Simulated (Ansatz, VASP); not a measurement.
Two plane-wave programs on MnS

```
Mn S
1.0
     0.00000    2.60450    2.60450
     2.60450    0.00000    2.60450
     2.60450    2.60450    0.00000
Mn S
1 1
Cartesian
  0.0000 0.0000 0.0000
  2.6045 2.6045 2.6045
```

Alike in both runs: task single point; functional PBE; k mesh 7 × 7 × 7; occupations fermi-dirac, width 0.05 eV; collinear spin; fixed moment 3 μB.

|  | VASP | Ansatz |
| --- | --- | --- |
| version | VASP 6.6.1 | Ansatz 0.2.0 |
| potentials or method | VASP PAW PBE potentials, release 64 (Mn_sv, S) | Ansatz PAW |
| plane-wave cutoff (eV) | 680 | 420 |
| valence electrons in the cell | 21 | 21 |

|  | VASP | Ansatz | Ansatz less VASP |
| --- | --- | --- | --- |
| pressure (GPa) | -17.0 | -16.7 | +0.30 |
| net moment per atom (μB) | 1.50 | 1.50 | 0.000 |
| size of the moment on the site where the two differ most (μB) | 2.87 | 2.97 | +0.105 |

Site moments also hang on the region over which each program counts them.
